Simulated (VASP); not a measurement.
# Ni (Fd-3m) in VASP: further runs, part 3 of 3

VASP 6.6.1.

**5. Single point, r2SCAN, collinear spin, ferromagnetic start**

This run uses another cell than the first one, of 15.87 Å³/atom, 1.007 times its volume.

File POSCAR:

```
Ni
1.0
    0.0000000000      2.5131023094      2.5131023094
    2.5131023094      0.0000000000      2.5131023094
    2.5131023094      2.5131023094      0.0000000000
Ni
2
Direct
    0.1250000000      0.1250000000      0.1250000000
    0.8750000000      0.8750000000      0.8750000000
```

File INCAR.step1:

```
PREC = Accurate ; ENCUT = 520
ISMEAR = -1 ; SIGMA = 0.05
LREAL = False ; LASPH = True
NELM = 150 ; ISPIN = 2
MAGMOM = 0.931 0.931 ; LMAXMIX = 4
NBANDS = 21 ; GGA = PE
ALGO = Normal ; EDIFF = 1E-4
LWAVE = True ; LCHARG = False
```

File INCAR.step2:

```
PREC = Accurate ; ENCUT = 520
EDIFF = 1E-6 ; ISMEAR = -1
SIGMA = 0.05 ; LREAL = False
LASPH = True ; NELM = 150
ALGO = Normal ; ISIF = 2
LWAVE = False ; LCHARG = False
ISPIN = 2 ; MAGMOM = 0.931 0.931
LORBIT = 11 ; LMAXMIX = 4
METAGGA = R2SCAN ; LMIXTAU = True
NBANDS = 21 ; ISTART = 1
```

File KPOINTS:

```
regular mesh
0
Gamma
  18 18 18
```

Started as:

```sh
$ cat potpaw_PBE.64/Ni/POTCAR > POTCAR
$ cp INCAR.step1 INCAR
$ mpirun -np 1 vasp_std > vasp.out
$ cp INCAR.step2 INCAR
$ mpirun -np 1 vasp_std > vasp.out
```

It took 9.8 min on 1 thread of AMD EPYC 9R45 (Zen 5), shared host; peak memory 0.28 GiB.

The run converged. Its results:

- Free energy: -21.3923 eV
- Pressure: -0.1 GPa
- Net moment: 1.68 μB per cell
- Site moments: Ni +0.85 μB
- Valence electrons inside the program's atomic spheres: Ni 9.31

Levels at points of the mesh, in eV from the Fermi level:
Spin up:
```csv
k point,band 8,band 9,band 10,band 11,band 12,band 13,band 14,band 15
"(0.00, 0.00, 0.00)",-2.23,-2.23,-1.19,-1.19,12.29,12.29,12.29,12.78
"(0.50, 0.00, 0.00)",-1.84,-1.69,-1.39,-1.39,0.08,8.93,8.93,12.84
"(0.50, 0.50, 0.00)",-2.41,-1.27,-1.27,0.81,0.81,4.58,4.58,9.67
```
Spin down:
```csv
k point,band 5,band 6,band 7,band 8,band 9,band 10,band 11,band 12,band 13,band 14
"(0.00, 0.00, 0.00)",-2.65,-2.65,-0.90,-0.90,-0.90,0.01,0.01,12.45,12.45,12.45
"(0.50, 0.00, 0.00)",-2.61,-2.57,-1.77,-0.74,-0.74,0.05,0.05,1.20,9.00,9.00
"(0.50, 0.50, 0.00)",-2.31,-2.31,-1.34,-1.34,0.23,0.23,1.49,1.49,4.50,4.50
```

Caveat: the PAW data sets were made with another functional, which shifts forces and pressure a little.

**6. Single point, r2SCAN, collinear spin, ferromagnetic start**

This run uses another cell than the first one, of 15.87 Å³/atom, 1.007 times its volume.

File POSCAR:

```
Ni
1.0
    0.0000000000      2.5131023565      2.5131023565
    2.5131023565      0.0000000000      2.5131023565
    2.5131023565      2.5131023565      0.0000000000
Ni
2
Direct
    0.1250000000      0.1250000000      0.1250000000
    0.8750000000      0.8750000000      0.8750000000
```

File INCAR.step1:

```
SYSTEM = Ni
ALGO = Normal ; EDIFF = 1E-4
ENCUT = 520 ; GGA = PE
ISMEAR = -1 ; ISPIN = 2
LASPH = .TRUE. ; LCHARG = .FALSE.
LMAXMIX = 4 ; LREAL = .FALSE.
LWAVE = .TRUE. ; MAGMOM = 0.931 0.931
NBANDS = 21 ; NELM = 150
PREC = Accurate ; SIGMA = 0.05
```

File INCAR.step2:

```
SYSTEM = Ni
ALGO = Normal ; EDIFF = 1E-7
ENCUT = 520 ; ISIF = 2
ISMEAR = -1 ; ISPIN = 2
ISTART = 1 ; LASPH = .TRUE.
LCHARG = .TRUE. ; LELF = .TRUE.
LMAXMIX = 4 ; LMIXTAU = .TRUE.
LORBIT = 11 ; LREAL = .FALSE.
LVHAR = .TRUE. ; LWAVE = .FALSE.
MAGMOM = 0.931 0.931 ; METAGGA = R2SCAN
NBANDS = 21 ; NELM = 150
PREC = Accurate ; SIGMA = 0.05
```

File KPOINTS:

```
k-points
0
G
  18 18 18
  0 0 0
```

Potentials or basis: VASP PAW PBE potentials, release 64 (Ni).

Started as:

```sh
$ cat potpaw_PBE.64/Ni/POTCAR > POTCAR
$ cp INCAR.step1 INCAR
$ mpirun -np 1 vasp_std > vasp.out
$ cp INCAR.step2 INCAR
$ mpirun -np 1 vasp_std > vasp.out
```

Wall time 25 min (1 thread of Oxide Virtual Turin-like, shared host); peak memory 0.28 GiB.

Results (log left out):

```
Free energy                                           : -21.3923 eV
Pressure                                              : -0.1 GPa
Net moment                                            : 1.68 μB per cell
Site moments                                          : Ni +0.85 μB
Valence electrons inside the program's atomic spheres : Ni 9.31
```

Levels at points of the mesh, in eV from the Fermi level:
Spin up:
| k point | band 9 | band 10 | band 11 | band 12 | band 13 | band 14 |
| --- | --- | --- | --- | --- | --- | --- |
| (0.00, 0.00, 0.00) | -2.23 | -1.19 | -1.19 | 12.29 | 12.29 | 12.29 |
| (0.50, 0.00, 0.00) | -1.69 | -1.39 | -1.39 | 0.08 | 8.93 | 8.93 |
| (0.50, 0.50, 0.00) | -1.27 | -1.27 | 0.81 | 0.81 | 4.58 | 4.58 |
Spin down:
| k point | band 6 | band 7 | band 8 | band 9 | band 10 | band 11 | band 12 | band 13 |
| --- | --- | --- | --- | --- | --- | --- | --- | --- |
| (0.00, 0.00, 0.00) | -2.65 | -0.90 | -0.90 | -0.90 | 0.01 | 0.01 | 12.45 | 12.45 |
| (0.50, 0.00, 0.00) | -2.57 | -1.77 | -0.74 | -0.74 | 0.05 | 0.05 | 1.20 | 9.00 |
| (0.50, 0.50, 0.00) | -2.31 | -1.34 | -1.34 | 0.23 | 0.23 | 1.49 | 1.49 | 4.50 |

Caveat: the PAW data sets were made with another functional, which shifts forces and pressure a little.

**7. Overview**

| task | spin | cell | k mesh | cutoff (eV) | smearing | gap on the mesh (eV) | pressure (GPa) | moment (μB) |
| --- | --- | --- | --- | --- | --- | --- | --- | --- |
| single point | off | a = 3.546 Å, angles 60.0°, 2 atoms | 18 × 18 × 18 | 520 | fermi-dirac 0.1 eV | none | 0.1 | - |
| relaxation of cell and atoms | off | relaxed from a = 3.470 Å, angles 60.0°, 2 atoms | 11 × 11 × 11 | 600 | fermi-dirac 0.1 eV | none | 0.0 | - |
| single point | non-collinear, zero start, SOC | a = 3.546 Å, angles 60.0°, 2 atoms | 11 × 11 × 11 | 520 | fermi-dirac 0.1 eV | - | 0.2 | 0.00 |
| single point | collinear, ferromagnetic start | a = 3.554 Å, angles 60.0°, 2 atoms | 18 × 18 × 18 | 520 | fermi-dirac 0.05 eV | none | -0.1 | 1.68 |

Alike in all rows: level r2SCAN; potentials or basis VASP PAW PBE potentials, release 64 (Ni).

Caveats: the PAW data sets were made with another functional, which shifts forces and pressure a little.

Total energies depend on the potentials used, so only differences within one code and one set of settings carry meaning.
